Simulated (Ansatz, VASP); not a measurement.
# One calculation of Bi2Se3, two programs

```
CELL_PARAMETERS angstrom
2.07150 1.19598 9.54533
-2.07150 1.19598 9.54533
0.00000 -2.39196 9.54533
ATOMIC_POSITIONS crystal
Bi 0.59920 0.59920 0.59920
Bi 0.40080 0.40080 0.40080
Se 0.78830 0.78830 0.78830
Se 0.21170 0.21170 0.21170
Se 0.00000 0.00000 0.00000
```

Alike in both runs: functional LDA; k mesh 6 × 6 × 6; occupations fermi-dirac, width 0.05 eV; non-collinear spin, spin-orbit coupling.

|  | VASP | Ansatz |
| --- | --- | --- |
| version | VASP 6.6.1 | Ansatz 0.2.0 |
| potentials or method | VASP PAW LDA potentials, release 64 (Bi_d, Se) | Ansatz PAW |
| plane-wave cutoff (eV) | 520 | 420 |
| valence electrons in the cell | 48 | 78 |
| task | single point | band structure |

```csv
,VASP,Ansatz,Ansatz less VASP
pressure (GPa),-1.3,-1.5,-0.11
"traceless stress, the component that is largest in VASP (GPa)",-0.15,-0.15,-0.007
rms of the force components (eV/Å),0.098,0.096,-0.0017
```

LDA's correlation is that of Perdew and Zunger in VASP and of Perdew and Wang (1992) in Ansatz. Atom by atom the forces differ by 0.002 eV/Å (rms over components). VASP's potentials hold 48 valence electrons a cell and Ansatz's 78, so a difference there can come from the potentials and not from the codes.
